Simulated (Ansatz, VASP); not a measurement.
**Si: VASP beside Ansatz**

File INCAR:

```
SYSTEM = Si
PREC = Accurate
ENCUT = 520
EDIFF = 1E-6
ISMEAR = 1
SIGMA = 0.05
LREAL = .FALSE.
LASPH = .TRUE.
NELM = 60
ALGO = Normal
ISIF = 2
LWAVE = .FALSE.
LCHARG = .FALSE.
GGA = PS
NBANDS = 8
```

KPOINTS

```
Automatic mesh
0
G
  9 9 8
  0 0 0
```

The input POSCAR:

```
Si
1.0
    2.5227812943      0.0000000000      0.0000000000
   -1.2613906472      2.1847964874      0.0000000000
    0.0000000000      0.0000000000      2.3690383900
Si
1
Direct
    0.0000000000      0.0000000000      0.0000000000
```

Input for Ansatz:

```yaml
crystal:
  lattice:
    - [2.522781294325198, 0.0, 0.0]
    - [-1.261390647162599, 2.1847964873628727, 0.0]
    - [0.0, 0.0, 2.3690383899618896]
  atoms:
    - { symbol: Si, position: [0.0, 0.0, 0.0] }
basis:
  ecutwfc: 540.0
  xc_grid: 2
kpoints:
  mp_grid:
    grid: [9, 9, 8]
hamiltonian:
  xc: pbesol
scf:
  convergence:
    dr2_threshold: 1.0e-09
  occupations:
    method: cold
    width: 0.05
output:
  forces: true
  stress: true
```

Alike in both runs: task single point; functional PBEsol; k mesh 9 × 9 × 8; no spin polarisation.

```csv
,VASP,Ansatz
version,VASP 6.6.1,Ansatz 0.2.0
potentials or method,"VASP PAW PBE potentials, release 64 (Si), cutoff 520 eV","plane waves, PAW"
occupations,"methfessel-paxton of order 1, width 0.05 eV","cold, width 0.05 eV"
valence electrons in the cell,4,4
```

|  | VASP | Ansatz | Ansatz less VASP |
| --- | --- | --- | --- |
| pressure (GPa) | 18.6 | 18.4 | -0.25 |
| traceless stress, the component that is largest in VASP (GPa) | 3.32 | 3.25 | -0.067 |

VASP's potentials were made for PBE, not for PBEsol. Ansatz's warnings: stress scf threshold loose, structure snapped to symmetry.
